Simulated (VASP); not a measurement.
# Sn3P4 (P4/mmm) in VASP: further runs

Sn3P4 is run at these levels: PBE; tasks: single point, relaxation of cell and atoms.

All numbers are computed with VASP 6.6.1; they aren't measurements. Logs are shortened: lines on timing, memory, paths and dates and some standing lists are left out, and cuts for length are marked.

**1. The cell of the first run**

It takes space group P4/mmm (No. 123, tetragonal). Conventional cell: a = 6.394 Å, b = 6.394 Å, c = 3.861 Å, α = 90.00°, β = 90.00°, γ = 90.00°. Within 4.2 Å of Sn (site symmetry 4/mmm) lie 6 Sn at 3.20 to 3.86 Å and 8 P at 3.49 Å. Within 4.0 Å of Sn (site symmetry mmm) lie 8 P at 3.04 Å and 4 Sn at 3.20 to 3.86 Å. Within 3.3 Å of P (site symmetry m2m) lie 3 P at 2.27 to 3.22 Å and 4 Sn at 3.04 Å.

The cell was built from a structure type or drawn by symmetry, and may not be a known phase.

**2. Single point, PBE**

Contents of INCAR:

```
PREC = Accurate
ENCUT = 520
EDIFF = 1E-6
ISMEAR = 0
SIGMA = 0.1
LREAL = False
LASPH = True
NELM = 80
ALGO = Normal
ISIF = 2
LWAVE = False
LCHARG = True
GGA = PE
LELF = True
LVHAR = True
NBANDS = 40
```

Contents of KPOINTS:

```
regular mesh
0
Gamma
  6 6 10
```

Contents of POSCAR:

```
Sn3P4
1.0
    6.3935493334      0.0000000000      0.0000000000
    0.0000000000      6.3935493334      0.0000000000
    0.0000000000      0.0000000000      3.8611107393
Sn P
3 4
Direct
    0.5000000000      0.5000000000      0.0000000000
    0.0000000000      0.5000000000      0.0000000000
    0.5000000000      0.0000000000      0.0000000000
    0.1778054735      0.1778054735      0.5000000000
    0.8221945265      0.8221945265      0.5000000000
    0.8221945265      0.1778054735      0.5000000000
    0.1778054735      0.8221945265      0.5000000000
```

Potentials or basis: VASP PAW PBE potentials, release 64 (Sn_d, P).

Started as:

```console
$ cat potpaw_PBE.64/Sn_d/POTCAR potpaw_PBE.64/P/POTCAR > POTCAR
$ mpirun -np 1 vasp_std > vasp.out
```

OUTCAR:

```text
PREC = Accurate
   ENCUT = 520
   EDIFF = 1E-6
   ISMEAR = 0
   LREAL = False
   LASPH = True
   NELM = 80
   ISIF = 2
   GGA = PE

 ion  position               nearest neighbor table
   1  0.500  0.500  0.000-   2 3.20   3 3.20   3 3.20   2 3.20
   2  0.000  0.500  0.000-   4 3.04   5 3.04   6 3.04   7 3.04   4 3.04   5 3.04   6 3.04   7 3.04
                             1 3.20   1 3.20
   3  0.500  0.000  0.000-   4 3.04   5 3.04   6 3.04   7 3.04   4 3.04   5 3.04   6 3.04   7 3.04
                             1 3.20   1 3.20
   4  0.178  0.178  0.500-   6 2.27   7 2.27   2 3.04   3 3.04   2 3.04   3 3.04
   5  0.822  0.822  0.500-   6 2.27   7 2.27   2 3.04   3 3.04   2 3.04   3 3.04
   6  0.822  0.178  0.500-   4 2.27   5 2.27   2 3.04   3 3.04   2 3.04   3 3.04
   7  0.178  0.822  0.500-   4 2.27   5 2.27   2 3.04   3 3.04   2 3.04   3 3.04

  LATTYP: Found a simple tetragonal cell.
 ALAT       =     6.3935493334
 C/A-ratio  =     0.6039072412

  Lattice vectors:

 A1 = (   6.3935493334,   0.0000000000,   0.0000000000)
 A2 = (   0.0000000000,   6.3935493334,   0.0000000000)
 A3 = (   0.0000000000,   0.0000000000,   3.8611107393)

Analysis of symmetry for initial positions (statically):
=====================================================================
 Subroutine PRICEL returns:
 Original cell was already a primitive cell.

 Routine SETGRP: Setting up the symmetry group for a
 simple tetragonal supercell.

 Subroutine GETGRP returns: Found 16 space group operations
 (whereof 16 operations were pure point group operations)
 out of a pool of 16 trial point group operations.

The static configuration has the point symmetry D_4h.

Analysis of symmetry for dynamics (positions and initial velocities):
=====================================================================
 Subroutine PRICEL returns:
 Original cell was already a primitive cell.

 Routine SETGRP: Setting up the symmetry group for a
 simple tetragonal supercell.

 Subroutine GETGRP returns: Found 16 space group operations
 (whereof 16 operations were pure point group operations)
 out of a pool of 16 trial point group operations.

The dynamic configuration has the point symmetry D_4h.

 Subroutine INISYM returns: Found 16 space group operations
 (whereof 16 operations are pure point group operations),
 and found     1 'primitive' translations

----------------------------------------------------------------------------------------

                                     Primitive cell

  volume of cell :     157.8325

  direct lattice vectors                    reciprocal lattice vectors
     6.393549333  0.000000000  0.000000000     0.156407646  0.000000000  0.000000000
     0.000000000  6.393549333  0.000000000     0.000000000  0.156407646  0.000000000
     0.000000000  0.000000000  3.861110739     0.000000000  0.000000000  0.258992831

  length of vectors
     6.393549333  6.393549333  3.861110739     0.156407646  0.156407646  0.258992831

  position of ions in fractional coordinates (direct lattice)
     0.500000000  0.500000000  0.000000000
     0.000000000  0.500000000  0.000000000
     0.500000000  0.000000000  0.000000000
     0.177805474  0.177805474  0.500000000
     0.822194526  0.822194526  0.500000000
     0.822194526  0.177805474  0.500000000
     0.177805474  0.822194526  0.500000000

  ion indices of the primitive-cell ions
   primitive index   ion index
                 1           1
                 2           2
                 3           3
                 4           4
                 5           5
                 6           6
                 7           7

----------------------------------------------------------------------------------------

 KPOINTS: regular mesh

Automatic generation of k-mesh.
 Grid dimensions read from file:
 generate k-points for:    6    6   10

 Generating k-lattice:

  Cartesian coordinates                     Fractional coordinates (reciprocal lattice)
     0.026067941  0.000000000  0.000000000     0.166666667  0.000000000  0.000000000
     0.000000000  0.026067941  0.000000000     0.000000000  0.166666667  0.000000000
     0.000000000  0.000000000  0.025899283     0.000000000  0.000000000  0.100000000

  Length of vectors
     0.026067941  0.026067941  0.025899283

  Shift w.r.t. Gamma in fractional coordinates (k-lattice)
     0.000000000  0.000000000  0.000000000

 Subroutine IBZKPT returns following result:
 ===========================================

 Found     60 irreducible k-points:

 Following reciprocal coordinates:
            Coordinates               Weight
  0.000000  0.000000  0.000000      1.000000
  0.166667  0.000000  0.000000      4.000000
  0.333333  0.000000  0.000000      4.000000
  0.500000  0.000000  0.000000      2.000000
  0.166667  0.166667  0.000000      4.000000
  0.333333  0.166667  0.000000      8.000000
[... 16 lines left out ...]
  0.333333  0.000000  0.200000      8.000000
  0.500000  0.000000  0.200000      4.000000
 [... further k-points ...]
   k-points           NKPTS =     60   k-points in BZ     NKDIM =     60   number of bands    NBANDS=     40
   number of dos      NEDOS =    301   number of ions     NIONS =      7
   total plane-waves  NPLWV =  69120
   dimension x,y,z NGX =    48 NGY =   48 NGZ =   30
   dimension x,y,z NGXF=    96 NGYF=   96 NGZF=   60
   ions per type =               3   4
   NGX,Y,Z   is equivalent  to a cutoff of  12.48, 12.48, 12.92 a.u.
   NGXF,Y,Z  is equivalent  to a cutoff of  24.96, 24.96, 25.83 a.u.
 SYSTEM =  unknown system
   PREC   = accura    normal or accurate (medium, high low for compatibility)
   ISTART =      0    job   : 0-new  1-cont  2-samecut
   ICHARG =      2    charge: 1-file 2-atom 10-const
   ISPIN  =      1    spin polarized calculation?
   LNONCOLLINEAR =      F non collinear calculations
   LSORBIT =      F    spin-orbit coupling
   LASPH  =      T    aspherical Exc in radial PAW
   ENCUT  =  520.0 eV  38.22 Ry    6.18 a.u.  11.89 11.89  7.18*2*pi/ulx,y,z
   NELM   =     80;   NELMIN=  2; NELMDL= -5     # of ELM steps
   EDIFF  = 0.1E-05   stopping-criterion for ELM
   LREAL  =      F    real-space projection
   EDIFFG = 0.1E-04   stopping-criterion for IOM
   NSW    =      0    number of steps for IOM
   IBRION =     -1    ionic relax: 0-MD 1-quasi-New 2-CG
   NFREE  =      0    steps in history (QN), initial steepest desc. (CG)
   ISIF   =      2    stress and relaxation
   ISYM   =      2    0-nonsym 1-usesym 2-fastsym
   POTIM  = 0.5000    time-step for ionic-motion
   TEBEG  =    0.0;   TEEND  =   0.0 temperature during run
   PSTRESS=    0.0 pullay stress
   NELECT =      62.0000    total number of electrons
   NUPDOWN=      -1.0000    fix difference up-down
   EMIN   =  10.00;   EMAX   =-10.00  energy-range for DOS
   EFERMI =   0.00;   METHOD = LEGACY
   ISMEAR =     0;   SIGMA  =   0.10  broadening in eV -4-tet -1-fermi 0-gaus
   EFERMI_NEDOS =   21; number of points for ismear=-14 and -15
   IALGO  =     38    algorithm
   IMIX   =      4    mixing-type and parameters
     AMIX     =   0.40;   BMIX     =  1.00
     AMIX_MAG =   1.60;   BMIX_MAG =  1.00
  volume/ion in A,a.u.               =      22.55       152.16
  Fermi-wavevector in a.u.,A,eV,Ry     =   1.198965  2.265716 19.558618  1.437518
  Thomas-Fermi vector in A             =   2.334840
   LORBIT       =      0    0 simple, 1 ext, 2 COOP (PROOUT), +10 PAW based schemes
   GGA     = PE    functional components
   LHFCALC =     F    Hartree Fock is set to
   AEXX    =    0.0000 exact exchange contribution
   IVDW    =     0    specifies the selected vdW correction
   LEPSILON=     F    determine dielectric tensor
   LRPA    =     F    only Hartree local field effects (RPA)
 non-spin polarized calculation
 Gauss-broadening in eV      SIGMA  =   0.10
  energy-cutoff  :      520.00
  volume of cell :      157.83
 maximum number of plane-waves:      4288
 NGX is ok and might be reduce to    48
   NGX = 23   NGY = 23   NGZ = 15

 number of electron      62.0000014 magnetization

 Free energy of the ion-electron system (eV)
  ---------------------------------------------------
  ext. energy  EPLUGINS =         0.00000000
  ---------------------------------------------------
  free energy    TOTEN  =       -31.25239394 eV

  energy without entropy =      -31.23135691  energy(sigma->0) =      -31.24187542

 E-fermi :   7.3673     XC(G=0): -10.1436

 val. band max:        7.3654263784   @ k =   0.5000   0.3333   0.1000
 cond. band min:       7.3734805371   @ k =   0.1667   0.1667   0.4000
 fundamental gap:      0.0080541586
 Fermi energy:         7.3672787402

 k-point     1 :       0.0000    0.0000    0.0000
  band No.  band energies     occupation
      1     -14.5971      2.00000
      2     -14.5716      2.00000
      3     -14.5260      2.00000
      4     -14.5175      2.00000
      5     -14.5175      2.00000
      6     -14.3752      2.00000
[... 32 lines left out ...]
     39      10.6575      0.00000
     40      11.0197      0.00000

 k-point     2 :       0.1667    0.0000    0.0000
  band No.  band energies     occupation
      1     -14.5910      2.00000
      2     -14.5676      2.00000
      3     -14.5241      2.00000
      4     -14.5175      2.00000
      5     -14.5160      2.00000
      6     -14.3749      2.00000
[... 32 lines left out ...]
     39      10.6015      0.00000
     40      10.7745      0.00000

 k-point     3 :       0.3333    0.0000    0.0000
  band No.  band energies     occupation
      1     -14.5843      2.00000
      2     -14.5519      2.00000
      3     -14.5200      2.00000
      4     -14.5174      2.00000
      5     -14.5128      2.00000
      6     -14.3741      2.00000
[... 853 lines left out ...]
  band No.  band energies     occupation
      1     -14.5812      2.00000
      2     -14.5427      2.00000
      3     -14.5218      2.00000
      4     -14.5193      2.00000
      5     -14.5169      2.00000
      6     -14.3758      2.00000
[... 32 lines left out ...]
     39      10.7180      0.00000
     40      11.8872      0.00000

 k-point    24 :       0.5000    0.0000    0.2000
  band No.  band energies     occupation
      1     -14.5787      2.00000
      2     -14.5322      2.00000
      3     -14.5218      2.00000
      4     -14.5172      2.00000
      5     -14.5152      2.00000
      6     -14.3759      2.00000
[... 32 lines left out ...]
     39      10.4259      0.00000
     40      11.8838      0.00000

 [... further k-points ...]

------------------------ aborting loop because EDIFF is reached ----------------------------------------

  FORCE on cell =-STRESS in cart. coord.  units (eV):
  Direction    XX          YY          ZZ          XY          YZ          ZX
  --------------------------------------------------------------------------------------
  -------------------------------------------------------------------------------------
  Total       -0.1723658     -0.1723658     -0.0301795      0.0000000     -0.0000000      0.0000000
  in kB       -1.7497073     -1.7497073     -0.3063561      0.0000000     -0.0000000      0.0000000
  external PRESSURE =      -1.2685902 kB  Pullay stress =       0.0000000 kB

 VOLUME and BASIS-vectors are now :
 -----------------------------------------------------------------------------
  energy-cutoff  :      520.00
  volume of cell :      157.83
      direct lattice vectors                 reciprocal lattice vectors
     6.393549333  0.000000000  0.000000000     0.156407646  0.000000000  0.000000000
     0.000000000  6.393549333  0.000000000     0.000000000  0.156407646  0.000000000
     0.000000000  0.000000000  3.861110739     0.000000000  0.000000000  0.258992831

 POSITION                                       TOTAL-FORCE (eV/Angst)
 -----------------------------------------------------------------------------------
      3.19677      3.19677      0.00000         0.000000      0.000000      0.000000
      0.00000      3.19677      0.00000         0.000000      0.000000      0.000000
      3.19677      0.00000      0.00000         0.000000      0.000000      0.000000
      1.13681      1.13681      1.93056        -0.035753     -0.035753     -0.000000
      5.25674      5.25674      1.93056         0.035753      0.035753      0.000000
      5.25674      1.13681      1.93056         0.035753     -0.035753      0.000000
      1.13681      5.25674      1.93056        -0.035753      0.035753     -0.000000
 -----------------------------------------------------------------------------------
    total drift:                                0.000000      0.000000      0.000000

  FREE ENERGIE OF THE ION-ELECTRON SYSTEM (eV)
  ---------------------------------------------------
  free  energy   TOTEN  =       -31.2523939383 eV

  energy  without entropy=      -31.2313569106  energy(sigma->0) =      -31.24187542
```

Wall time 2.1 min (1 thread of Intel Xeon 6975P-C (Granite Rapids), shared host); peak memory 0.42 GiB.

What came out:

* Free energy: -31.2524 eV
* Pressure: -0.1 GPa
* Largest force: 0.051 eV/Å
* Band gap on the k mesh: zero (bands 31 and 32 overlap by 1.66 eV)

Forces on the atoms (eV/Å):
```
Sn   0.000  0.000  0.000
Sn   0.000  0.000  0.000
Sn   0.000  0.000  0.000
P   -0.036 -0.036  0.000
P    0.036  0.036  0.000
P    0.036 -0.036  0.000
P   -0.036  0.036  0.000
```

Levels at points of the mesh, in eV from the Fermi level:
```csv
k point,band 28,band 29,band 30,band 31,band 32,band 33,band 34,band 35
"(0.00, 0.00, 0.00)",-0.77,-0.77,0.12,0.12,0.84,0.84,1.48,1.48
"(0.50, 0.00, 0.00)",-1.86,-1.81,-0.70,0.37,0.74,1.03,1.28,1.69
"(0.50, 0.50, 0.00)",-1.68,-1.68,-1.25,0.47,1.14,1.86,1.86,1.97
"(0.00, 0.00, 0.50)",-2.90,-1.78,-1.35,-1.35,-0.86,-0.82,1.65,2.04
"(0.50, 0.00, 0.50)",-3.48,-2.26,-2.04,-1.16,0.55,0.72,1.79,1.91
"(0.50, 0.50, 0.50)",-2.08,-2.08,-1.25,-0.84,-0.52,-0.52,0.08,0.80
```

Caveat: spin-orbit coupling is left out, which moves the levels of the heavy elements.

**3. Relaxation of cell and atoms, PBE**

This run uses another cell than the first one, of 27.41 Å³/atom.

Contents of INCAR:

```
SYSTEM = Sn3P4
PREC     = Accurate       ! precision mode
ENCUT    = 600            ! plane-wave cutoff, eV
EDIFF    = 1E-6           ! SCF threshold, eV
ISMEAR   = 0              ! smearing method
SIGMA    = 0.1            ! smearing width, eV
LREAL    = .FALSE.        ! projectors in reciprocal space
LASPH    = .TRUE.         ! aspherical terms in the spheres
NELM     = 60             ! most SCF steps
ALGO     = Normal         ! electronic algorithm
ISIF     = 3              ! what is computed and relaxed
LWAVE    = .FALSE.        ! write WAVECAR
LCHARG   = .FALSE.        ! write CHGCAR
GGA      = PE             ! functional
IBRION   = 2              ! ionic algorithm
NSW      = 90             ! ionic steps
EDIFFG   = -0.04          ! ionic threshold
```

Contents of KPOINTS:

```
Automatic mesh
0
G
  4 4 4
  0 0 0
```

Contents of POSCAR:

```
Sn3P4
1.0
    5.3412010000      0.0000000000      0.0000000000
    0.0000000000      5.3412010000      0.0000000000
    0.0000000000      0.0000000000      6.7255069400
Sn P
3 4
Direct
    0.5000000000      0.5000000000      0.0000000000
    0.0000000000      0.5000000000      0.0000000000
    0.5000000000      0.0000000000      0.0000000000
    0.1831446700      0.1831446700      0.5000000000
    0.8168553300      0.8168553300      0.5000000000
    0.8168553300      0.1831446700      0.5000000000
    0.1831446700      0.8168553300      0.5000000000
```

Potentials or basis: VASP PAW PBE potentials, release 64 (Sn_d, P).

Started as:

```console
$ cat potpaw_PBE.64/Sn_d/POTCAR potpaw_PBE.64/P/POTCAR > POTCAR
$ mpirun -np 1 vasp_std > vasp.out
```

Wall time 13 min (1 thread of Intel Xeon 6975P-C (Granite Rapids), shared host); peak memory 0.43 GiB.

The run converged. Its results:

```yaml
Free_energy: -31.2466 eV
Relaxed_volume: 22.69 Å³/atom
Relaxed_cell: a = 6.394 Å, b = 6.394 Å, c = 3.884 Å, α = 90.00°, β = 90.00°, γ = 90.00°
Space_group_after_relaxing_to_0.1_Å: P4/mmm (No. 123)
Energy_gained_by_relaxing: 657.1 meV/atom
Ionic_steps: 16
Pressure_after_relaxing: -0.1 GPa
Largest_force_after_relaxing: 0.004 eV/Å
Band_gap_on_the_k_mesh: zero (bands 31 and 32 overlap by 1.57 eV)
```

Forces in eV/Å, atoms in the order of the input:
```
Sn   0.000  0.000  0.000
Sn   0.000  0.000  0.000
Sn   0.000  0.000  0.000
P    0.003  0.003  0.000
P   -0.003 -0.003  0.000
P   -0.003  0.003  0.000
P    0.003 -0.003  0.000
```

Step by step:
```csv
step,energy change (eV),largest force (eV/Å),pressure (GPa),volume (Å³)
1,0.0000,6.2323,13.02,191.87
2,1.3700,2.3267,-9.16,257.24
3,-2.1978,1.3312,-2.90,214.39
4,-2.2562,0.9945,-2.02,211.91
5,-2.2746,0.6257,-1.08,209.58
6,-2.6682,0.5537,-1.47,205.58
7,-3.7207,0.0452,-1.71,191.11
8,-4.4885,0.5805,3.72,150.07
9,-4.0110,0.8685,-4.34,164.27
10,-4.5368,0.1386,1.60,152.94
11,-4.5943,0.0541,-0.09,158.62
12,-4.5958,0.0300,-0.43,159.92
13,-4.5959,0.0338,-0.39,159.74
14,-4.5980,0.1132,0.19,158.73
15,-4.5985,0.0892,0.02,159.04
16,-4.5998,0.0040,-0.06,158.80
```

Final structure:
```xyz
7
Lattice="6.3938 0.0000 0.0000 0.0000 6.3938 0.0000 0.0000 0.0000 3.8844" Properties=species:S:1:pos:R:3 pbc="T T T"
Sn    3.1969    3.1969    0.0000
Sn    0.0000    3.1969    0.0000
Sn    3.1969    0.0000    0.0000
P     1.1350    1.1350    1.9422
P     5.2588    5.2588    1.9422
P     5.2588    1.1350    1.9422
P     1.1350    5.2588    1.9422
```

Levels at points of the mesh, in eV from the Fermi level:
| k point | band 29 | band 30 | band 31 | band 32 | band 33 | band 34 |
| --- | --- | --- | --- | --- | --- | --- |
| (0.00, 0.00, 0.00) | -0.67 | 0.24 | 0.24 | 0.91 | 0.91 | 1.56 |
| (0.50, 0.00, 0.00) | -1.73 | -0.61 | 0.51 | 0.83 | 1.11 | 1.39 |
| (0.50, 0.50, 0.00) | -1.59 | -1.10 | 0.53 | 1.20 | 1.95 | 1.95 |
| (0.00, 0.00, 0.50) | -1.68 | -1.27 | -1.27 | -0.71 | -0.71 | 1.79 |
| (0.50, 0.00, 0.50) | -2.08 | -1.90 | -1.05 | 0.62 | 0.83 | 1.90 |
| (0.50, 0.50, 0.50) | -1.89 | -1.16 | -0.72 | -0.40 | -0.40 | 0.21 |

Caveat: the volume moved by over 15 % at a fixed basis, so the end points are rough; spin-orbit coupling is left out, which moves the levels of the heavy elements.
